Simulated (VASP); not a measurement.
# Na2S (Fm-3m) in VASP: a series of runs

Na2S is run at these levels: PBEsol; tasks: single point.

Program: VASP 6.6.1. These are calculated values, not measurements. Logs are shortened: lines on timing, memory, paths and dates and some standing lists are left out, and cuts for length are marked.

## 1. The cell of the first run

The structure is cubic, space group Fm-3m (No. 225). The conventional cell has a = 6.152 Å, b = 6.152 Å, c = 6.152 Å, α = 90.00°, β = 90.00°, γ = 90.00°. Within 3.5 Å of Na (site symmetry -43m) lie 4 S at 2.66 Å and 6 Na at 3.08 Å. S (site symmetry m-3m) has 8 Na at 2.66 Å within 3.5 Å.

## 2. Single point, PBEsol

Input file INCAR:

```
PREC = Accurate
ENCUT = 500
EDIFF = 1E-6
ISMEAR = 0
SIGMA = 0.01
LREAL = F
LASPH = T
NELM = 120
ALGO = Normal
ISIF = 2
LWAVE = F
LCHARG = F
GGA = PS
NBANDS = 17
GGA_COMPAT = F
```

Input file KPOINTS:

```
Automatic mesh
0
Gamma
  6 6 6
```

Input file POSCAR:

```
Na2S
1.0
    3.0759748050      3.0759748050      0.0000000000
   -3.0759748050      3.0759748050      0.0000000000
    0.0000000000      3.0759748050      3.0759748050
Na S
2 1
Direct
    0.2500000000      0.7500000000      0.5000000000
    0.7500000000      0.2500000000      0.5000000000
    0.0000000000      0.0000000000      0.0000000000
```

Potentials or basis: VASP PAW PBE potentials, release 64 (Na_pv, S).

Run with:

```console
$ cat potpaw_PBE.64/Na_pv/POTCAR potpaw_PBE.64/S/POTCAR > POTCAR
$ mpirun -np 1 vasp_std > vasp.out
```

OUTCAR:

```text
PREC = Accurate
   ENCUT = 500
   EDIFF = 1E-6
   ISMEAR = 0
   LREAL = F
   LASPH = T
   NELM = 120
   ISIF = 2
   GGA = PS

 ion  position               nearest neighbor table
   1  0.250  0.750  0.500-   3 2.66   3 2.66   3 2.66   3 2.66
   2  0.750  0.250  0.500-   3 2.66   3 2.66   3 2.66   3 2.66
   3  0.000  0.000  0.000-   1 2.66   2 2.66   1 2.66   2 2.66   2 2.66   1 2.66   2 2.66   1 2.66

  LATTYP: Found a face centered cubic cell.
 ALAT       =     6.1519496100

  Lattice vectors:

 A1 = (   0.0000000000,   3.0759748050,   3.0759748050)
 A2 = (   3.0759748050,   0.0000000000,   3.0759748050)
 A3 = (   3.0759748050,   3.0759748050,   0.0000000000)

Analysis of symmetry for initial positions (statically):
=====================================================================
 Subroutine PRICEL returns:
 Original cell was already a primitive cell.

 Routine SETGRP: Setting up the symmetry group for a
 face centered cubic supercell.

 Subroutine GETGRP returns: Found 48 space group operations
 (whereof 48 operations were pure point group operations)
 out of a pool of 48 trial point group operations.

The static configuration has the point symmetry O_h .

Analysis of symmetry for dynamics (positions and initial velocities):
=====================================================================
 Subroutine PRICEL returns:
 Original cell was already a primitive cell.

 Routine SETGRP: Setting up the symmetry group for a
 face centered cubic supercell.

 Subroutine GETGRP returns: Found 48 space group operations
 (whereof 48 operations were pure point group operations)
 out of a pool of 48 trial point group operations.

The dynamic configuration has the point symmetry O_h .

 Subroutine INISYM returns: Found 48 space group operations
 (whereof 48 operations are pure point group operations),
 and found     1 'primitive' translations

----------------------------------------------------------------------------------------

                                     Primitive cell

  volume of cell :      58.2074

  direct lattice vectors                    reciprocal lattice vectors
     3.075974805  3.075974805  0.000000000     0.162550096  0.162550096 -0.162550096
    -3.075974805  3.075974805  0.000000000    -0.162550096  0.162550096 -0.162550096
     0.000000000  3.075974805  3.075974805     0.000000000  0.000000000  0.325100192

  length of vectors
     4.350085287  4.350085287  4.350085287     0.281545025  0.281545025  0.325100192

  position of ions in fractional coordinates (direct lattice)
     0.250000000  0.750000000  0.500000000
     0.750000000  0.250000000  0.500000000
     0.000000000  0.000000000  0.000000000

  ion indices of the primitive-cell ions
   primitive index   ion index
                 1           1
                 2           2
                 3           3

----------------------------------------------------------------------------------------

 KPOINTS: Automatic mesh

Automatic generation of k-mesh.
 Grid dimensions read from file:
 generate k-points for:    6    6    6

 Generating k-lattice:

  Cartesian coordinates                     Fractional coordinates (reciprocal lattice)
     0.027091683  0.027091683 -0.027091683     0.166666667  0.000000000  0.000000000
    -0.027091683  0.027091683 -0.027091683     0.000000000  0.166666667  0.000000000
     0.000000000  0.000000000  0.054183365     0.000000000  0.000000000  0.166666667

  Length of vectors
     0.046924171  0.046924171  0.054183365

  Shift w.r.t. Gamma in fractional coordinates (k-lattice)
     0.000000000  0.000000000  0.000000000

 Subroutine IBZKPT returns following result:
 ===========================================

 Found     16 irreducible k-points:

 Following reciprocal coordinates:
            Coordinates               Weight
  0.000000  0.000000  0.000000      1.000000
  0.166667  0.000000  0.000000      8.000000
  0.333333  0.000000  0.000000      8.000000
  0.500000  0.000000  0.000000      4.000000
  0.166667  0.166667  0.000000     12.000000
  0.333333  0.166667  0.000000     24.000000
[... 8 lines left out ...]
  0.500000  0.333333  0.166667     24.000000
  0.500000  0.500000  0.166667     12.000000
   k-points           NKPTS =     16   k-points in BZ     NKDIM =     16   number of bands    NBANDS=     17
   number of dos      NEDOS =    301   number of ions     NIONS =      3
   total plane-waves  NPLWV =  32768
   dimension x,y,z NGX =    32 NGY =   32 NGZ =   32
   dimension x,y,z NGXF=    64 NGYF=   64 NGZF=   64
   ions per type =               2   1
   NGX,Y,Z   is equivalent  to a cutoff of  12.23, 12.23, 12.23 a.u.
   NGXF,Y,Z  is equivalent  to a cutoff of  24.46, 24.46, 24.46 a.u.
 SYSTEM =  unknown system
   PREC   = accura    normal or accurate (medium, high low for compatibility)
   ISTART =      0    job   : 0-new  1-cont  2-samecut
   ICHARG =      2    charge: 1-file 2-atom 10-const
   ISPIN  =      1    spin polarized calculation?
   LNONCOLLINEAR =      F non collinear calculations
   LSORBIT =      F    spin-orbit coupling
   LASPH  =      T    aspherical Exc in radial PAW
   ENCUT  =  500.0 eV  36.75 Ry    6.06 a.u.   7.93  7.93  7.93*2*pi/ulx,y,z
   NELM   =    120;   NELMIN=  2; NELMDL= -5     # of ELM steps
   EDIFF  = 0.1E-05   stopping-criterion for ELM
   LREAL  =      F    real-space projection
   EDIFFG = 0.1E-04   stopping-criterion for IOM
   NSW    =      0    number of steps for IOM
   IBRION =     -1    ionic relax: 0-MD 1-quasi-New 2-CG
   NFREE  =      0    steps in history (QN), initial steepest desc. (CG)
   ISIF   =      2    stress and relaxation
   ISYM   =      2    0-nonsym 1-usesym 2-fastsym
   POTIM  = 0.5000    time-step for ionic-motion
   TEBEG  =    0.0;   TEEND  =   0.0 temperature during run
   PSTRESS=    0.0 pullay stress
   NELECT =      20.0000    total number of electrons
   NUPDOWN=      -1.0000    fix difference up-down
   EMIN   =  10.00;   EMAX   =-10.00  energy-range for DOS
   EFERMI =   0.00;   METHOD = LEGACY
   ISMEAR =     0;   SIGMA  =   0.01  broadening in eV -4-tet -1-fermi 0-gaus
   EFERMI_NEDOS =   21; number of points for ismear=-14 and -15
   IALGO  =     38    algorithm
   IMIX   =      4    mixing-type and parameters
     AMIX     =   0.40;   BMIX     =  1.00
     AMIX_MAG =   1.60;   BMIX_MAG =  1.00
  volume/ion in A,a.u.               =      19.40       130.93
  Fermi-wavevector in a.u.,A,eV,Ry     =   1.146636  2.166827 17.888573  1.314773
  Thomas-Fermi vector in A             =   2.283319
   LORBIT       =      0    0 simple, 1 ext, 2 COOP (PROOUT), +10 PAW based schemes
   GGA     = PS    functional components
   LHFCALC =     F    Hartree Fock is set to
   AEXX    =    0.0000 exact exchange contribution
   IVDW    =     0    specifies the selected vdW correction
   LEPSILON=     F    determine dielectric tensor
   LRPA    =     F    only Hartree local field effects (RPA)
 non-spin polarized calculation
 Gauss-broadening in eV      SIGMA  =   0.01
  energy-cutoff  :      500.00
  volume of cell :       58.21
 maximum number of plane-waves:      1492
   NGX = 15   NGY = 15   NGZ = 15

 number of electron      19.9999990 magnetization

 Free energy of the ion-electron system (eV)
  ---------------------------------------------------
  ext. energy  EPLUGINS =         0.00000000
  ---------------------------------------------------
  free energy    TOTEN  =       -10.16864173 eV

  energy without entropy =      -10.16864173  energy(sigma->0) =      -10.16864173

 E-fermi :   1.0363     XC(G=0):  -8.6838

 val. band max:        0.9941092624   @ k =   0.0000   0.0000   0.0000
 cond. band min:       3.9994974445   @ k =   0.0000   0.0000   0.0000
 fundamental gap:      3.0053881821
 Fermi energy:         1.0363207774

 k-point     1 :       0.0000    0.0000    0.0000
  band No.  band energies     occupation
      1     -20.7473      2.00000
      2     -20.7473      2.00000
      3     -20.7473      2.00000
      4     -20.6498      2.00000
      5     -20.6498      2.00000
      6     -20.6498      2.00000
[... 9 lines left out ...]
     16      10.6959      0.00000
     17      13.1219      0.00000

 k-point     2 :       0.1667    0.0000    0.0000
  band No.  band energies     occupation
      1     -20.7439      2.00000
      2     -20.7413      2.00000
      3     -20.7413      2.00000
      4     -20.6612      2.00000
      5     -20.6569      2.00000
      6     -20.6569      2.00000
[... 9 lines left out ...]
     16      10.3090      0.00000
     17      12.4506      0.00000

 k-point     3 :       0.3333    0.0000    0.0000
  band No.  band energies     occupation
      1     -20.7340      2.00000
      2     -20.7247      2.00000
      3     -20.7247      2.00000
      4     -20.6871      2.00000
      5     -20.6758      2.00000
      6     -20.6758      2.00000
[... 9 lines left out ...]
     16      11.4070      0.00000
     17      12.4503      0.00000

 k-point     4 :       0.5000    0.0000    0.0000
  band No.  band energies     occupation
      1     -20.7215      2.00000
      2     -20.7076      2.00000
      3     -20.7028      2.00000
      4     -20.7028      2.00000
      5     -20.6988      2.00000
      6     -20.6988      2.00000
[... 9 lines left out ...]
     16      13.0639      0.00000
     17      13.7881      0.00000
[... 183 lines left out ...]
      1     -20.7750      2.00000
      2     -20.7583      2.00000
      3     -20.7324      2.00000
      4     -20.6744      2.00000
      5     -20.6582      2.00000
      6     -20.6358      2.00000
[... 9 lines left out ...]
     16      13.1441      0.00000
     17      13.9731      0.00000

 k-point    15 :       0.5000    0.3333    0.1667
  band No.  band energies     occupation
      1     -20.7836      2.00000
      2     -20.7705      2.00000
      3     -20.7042      2.00000
      4     -20.7039      2.00000
      5     -20.6400      2.00000
      6     -20.6380      2.00000
[... 9 lines left out ...]
     16      12.5768      0.00000
     17      13.9924      0.00000

 k-point    16 :       0.5000    0.5000    0.1667
  band No.  band energies     occupation
      1     -20.7990      2.00000
      2     -20.7778      2.00000
      3     -20.7375      2.00000
      4     -20.6698      2.00000
      5     -20.6325      2.00000
      6     -20.6261      2.00000
[... 9 lines left out ...]
     16      13.1796      0.00000
     17      14.0513      0.00000

------------------------ aborting loop because EDIFF is reached ----------------------------------------

  FORCE on cell =-STRESS in cart. coord.  units (eV):
  Direction    XX          YY          ZZ          XY          YZ          ZX
  --------------------------------------------------------------------------------------
  -------------------------------------------------------------------------------------
  Total        2.5867364      2.5867364      2.5867364      0.0000000      0.0000000      0.0000000
  in kB       71.2007285     71.2007285     71.2007285      0.0000000      0.0000000      0.0000000
  external PRESSURE =      71.2007285 kB  Pullay stress =       0.0000000 kB

 VOLUME and BASIS-vectors are now :
 -----------------------------------------------------------------------------
  energy-cutoff  :      500.00
  volume of cell :       58.21
      direct lattice vectors                 reciprocal lattice vectors
     3.075974805  3.075974805  0.000000000     0.162550096  0.162550096 -0.162550096
    -3.075974805  3.075974805  0.000000000    -0.162550096  0.162550096 -0.162550096
     0.000000000  3.075974805  3.075974805     0.000000000  0.000000000  0.325100192

 POSITION                                       TOTAL-FORCE (eV/Angst)
 -----------------------------------------------------------------------------------
     -1.53799      4.61396      1.53799         0.000000     -0.000000     -0.000000
      1.53799      4.61396      1.53799        -0.000000      0.000000      0.000000
      0.00000      0.00000      0.00000        -0.000000     -0.000000      0.000000
 -----------------------------------------------------------------------------------
    total drift:                                0.000000     -0.000000     -0.000000

  FREE ENERGIE OF THE ION-ELECTRON SYSTEM (eV)
  ---------------------------------------------------
  free  energy   TOTEN  =       -10.1686417327 eV

  energy  without entropy=      -10.1686417327  energy(sigma->0) =      -10.16864173
```

Run time: 20 s. Hardware: 1 thread of AMD EPYC 7R13, shared host; peak memory 0.14 GiB.

What came out:

```
Free energy            : -10.1686 eV
Pressure               : 7.1 GPa
Band gap on the k mesh : 3.01 eV, direct
```

Levels at points of the mesh, in eV from the valence-band top:
```
           k point  band 8  band 9  band 10  band 11  band 12  band 13
(0.00, 0.00, 0.00)    0.00    0.00     0.00     3.01     8.30     8.30
(0.50, 0.00, 0.00)   -2.01   -0.14    -0.14     5.50     7.05     7.45
(0.50, 0.50, 0.00)   -1.79   -0.53    -0.53     3.74     6.49     9.96
```

Caveat: the PAW data sets were made with another functional, which shifts forces and pressure a little.

## 3. Single point, PBEsol

This run uses another cell than the first one, of 20.57 Å³/atom, 1.060 times its volume.

Input file INCAR:

```
SYSTEM = Na2S
  PREC = Accurate
  ENCUT = 500
  EDIFF = 1E-6
  ISMEAR = 0
  SIGMA = 0.01
  LREAL = .FALSE.
  LASPH = .TRUE.
  NELM = 120
  ALGO = Normal
  ISIF = 2
  LWAVE = .FALSE.
  LCHARG = .TRUE.
  GGA = PS
  LELF = .TRUE.
  LVHAR = .TRUE.
  NBANDS = 17
  GGA_COMPAT = .FALSE.
```

Input file KPOINTS:

```
regular mesh
0
G
  6 6 6
  0 0 0
```

Input file POSCAR:

```
Na2S
1.0
    3.1362221247      3.1362221247      0.0000000000
   -3.1362221247      3.1362221247      0.0000000000
    0.0000000000      3.1362221247      3.1362221247
Na S
2 1
Direct
    0.2500000000      0.7500000000      0.5000000000
    0.7500000000      0.2500000000      0.5000000000
    0.0000000000      0.0000000000      0.0000000000
```

Potentials or basis: VASP PAW PBE potentials, release 64 (Na_pv, S).

Run with:

```console
$ cat potpaw_PBE.64/Na_pv/POTCAR potpaw_PBE.64/S/POTCAR > POTCAR
$ mpirun -np 1 vasp_std > vasp.out
```

OUTCAR:

```text
SYSTEM = Na2S
   PREC = Accurate
   ENCUT = 500
   EDIFF = 1E-6
   ISMEAR = 0
   LREAL = .FALSE.
   LASPH = .TRUE.
   NELM = 120
   ISIF = 2
   GGA = PS

 ion  position               nearest neighbor table
   1  0.250  0.750  0.500-   3 2.72   3 2.72   3 2.72   3 2.72
   2  0.750  0.250  0.500-   3 2.72   3 2.72   3 2.72   3 2.72
   3  0.000  0.000  0.000-   2 2.72   1 2.72   1 2.72   2 2.72   1 2.72   2 2.72   2 2.72   1 2.72

  LATTYP: Found a face centered cubic cell.
 ALAT       =     6.2724442494

  Lattice vectors:

 A1 = (   0.0000000000,   3.1362221247,   3.1362221247)
[... 500 lines left out ...]
  Direction    XX          YY          ZZ          XY          YZ          ZX
  --------------------------------------------------------------------------------------
  -------------------------------------------------------------------------------------
  Total        1.5753109      1.5753109      1.5753109      0.0000000      0.0000000     -0.0000000
  in kB       40.9097123     40.9097123     40.9097123      0.0000000      0.0000000     -0.0000000
  external PRESSURE =      40.9097123 kB  Pullay stress =       0.0000000 kB

 VOLUME and BASIS-vectors are now :
 -----------------------------------------------------------------------------
  energy-cutoff  :      500.00
  volume of cell :       61.70
      direct lattice vectors                 reciprocal lattice vectors
     3.136222125  3.136222125  0.000000000     0.159427483  0.159427483 -0.159427483
    -3.136222125  3.136222125  0.000000000    -0.159427483  0.159427483 -0.159427483
     0.000000000  3.136222125  3.136222125     0.000000000  0.000000000  0.318854966

 POSITION                                       TOTAL-FORCE (eV/Angst)
 -----------------------------------------------------------------------------------
     -1.56811      4.70433      1.56811         0.000000      0.000000      0.000000
      1.56811      4.70433      1.56811         0.000000     -0.000000      0.000000
      0.00000      0.00000      0.00000        -0.000000      0.000000      0.000000
 -----------------------------------------------------------------------------------
    total drift:                                0.000000     -0.000000     -0.000000

  FREE ENERGIE OF THE ION-ELECTRON SYSTEM (eV)
  ---------------------------------------------------
  free  energy   TOTEN  =       -10.2903790863 eV

  energy  without entropy=      -10.2903790863  energy(sigma->0) =      -10.29037909
```

OSZICAR:

```text
N       E                     dE             d eps       ncg     rms          rms(c)
DAV:   1     0.146527144308E+03    0.14653E+03   -0.10245E+04   544   0.123E+03
DAV:   2    -0.402725714972E+00   -0.14693E+03   -0.14166E+03   585   0.323E+02
DAV:   3    -0.108792381368E+02   -0.10477E+02   -0.10418E+02   698   0.859E+01
DAV:   4    -0.110635758105E+02   -0.18434E+00   -0.18414E+00   689   0.121E+01
DAV:   5    -0.110670367166E+02   -0.34609E-02   -0.34604E-02   675   0.163E+00    0.356E+00
DAV:   6    -0.103499383888E+02    0.71710E+00   -0.13407E+00   758   0.647E+00    0.276E+00
DAV:   7    -0.102892379539E+02    0.60700E-01   -0.23102E-01   725   0.226E+00    0.177E+00
DAV:   8    -0.102901256068E+02   -0.88765E-03   -0.15283E-02   599   0.109E+00    0.497E-01
DAV:   9    -0.102897674266E+02    0.35818E-03   -0.92712E-04   702   0.245E-01    0.306E-01
DAV:  10    -0.102904044216E+02   -0.63700E-03   -0.15453E-03   576   0.258E-01    0.147E-01
DAV:  11    -0.102903730632E+02    0.31358E-04   -0.81833E-05   731   0.851E-02    0.478E-02
DAV:  12    -0.102903796803E+02   -0.66171E-05   -0.99889E-06   578   0.264E-02    0.737E-03
DAV:  13    -0.102903790863E+02    0.59406E-06   -0.28502E-06   608   0.110E-02
   1 F= -.10290379E+02 E0= -.10290379E+02  d E =-.101966E-13
```

stdout:

```text
POSCAR found type information on POSCAR NaS
 POSCAR found :  2 types and       3 ions
 scaLAPACK will be used
 -----------------------------------------------------------------------------
|                                                                             |
|                                                                             |
|     You enforced a specific xc type in the INCAR file but a different       |
|     I HOPE YOU KNOW WHAT YOU ARE DOING!                                     |
|                                                                             |
 -----------------------------------------------------------------------------

 LDA part: xc-table for (Slater+PW92), standard interpolation
 POSCAR, INCAR and KPOINTS ok, starting setup
 FFT: planning ... GRIDC
 FFT: planning ... GRID_SOFT
 FFT: planning ... GRID
 WAVECAR not read
 entering main loop
```

Wall time 21 s (1 thread of AMD EPYC 7R13, shared host); peak memory 0.14 GiB.

What came out:

| Quantity | Value |
| --- | --- |
| Free energy | -10.2904 eV |
| Pressure | 4.1 GPa |
| Band gap on the k mesh | 2.79 eV, direct |

Levels at points of the mesh, in eV from the valence-band top:
```tsv
k point	band 8	band 9	band 10	band 11	band 12	band 13
(0.00, 0.00, 0.00)	0.00	0.00	0.00	2.79	8.09	8.09
(0.50, 0.00, 0.00)	-1.90	-0.14	-0.14	5.24	6.81	7.33
(0.50, 0.50, 0.00)	-1.69	-0.51	-0.51	3.73	6.32	9.44
```

Caveat: the PAW data sets were made with another functional, which shifts forces and pressure a little. Expect the measured gap to be larger: semilocal functionals such as PBEsol lack the derivative discontinuity.

(Continued in part 2 of 2.)
